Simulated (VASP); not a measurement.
A run of VASP 6.6.1 is set up as follows.

INCAR

```
PREC = Accurate
ENCUT = 600
EDIFF = 1E-6
ISMEAR = 0
SIGMA = 0.1
LREAL = False
LASPH = True
NELM = 100
ALGO = Fast
ISIF = 3
LWAVE = False
LCHARG = False
GGA = PE
IBRION = 2
NSW = 100
EDIFFG = -0.01
```

The input KPOINTS:

```
Automatic mesh
0
Gamma
  12 12 16
```

POSCAR

```
Ta2Ti
1.0
    4.9204724659      0.0000000000      0.0000000000
   -2.4602362329      4.2612541541      0.0000000000
    0.0000000000      0.0000000000      2.7387694232
Ti Ta
1 2
Direct
    0.0000000000      0.0000000000      0.0000000000
    0.3333333333      0.6666666667      0.0000000000
    0.6666666667      0.3333333333      0.0000000000
```

Potentials or basis: VASP PAW PBE potentials, release 64 (Ti_sv, Ta_pv).

The run is started by

```bash
$ cat potpaw_PBE.64/Ti_sv/POTCAR potpaw_PBE.64/Ta_pv/POTCAR > POTCAR
$ mpirun -np 1 vasp_std > vasp.out
```

(1) Estimate the relaxed volume.

(2) Predict the space group after relaxing (to 0.05 Å).

(3) Estimate the relaxed cell.

(4) Predict the band gap on the k mesh.

## Answers

(1) 19.06 Å³/atom.

(2) P6/mmm (No. 191).

(3) a = 4.927 Å, b = 4.927 Å, c = 2.720 Å, α = 90.00°, β = 90.00°, γ = 120.00°.

(4) zero (band 17 reaches 7.75 eV, above the bottom of band 18 at 5.17 eV).

Caveat: spin-orbit coupling is left out, which moves the levels of the heavy elements.
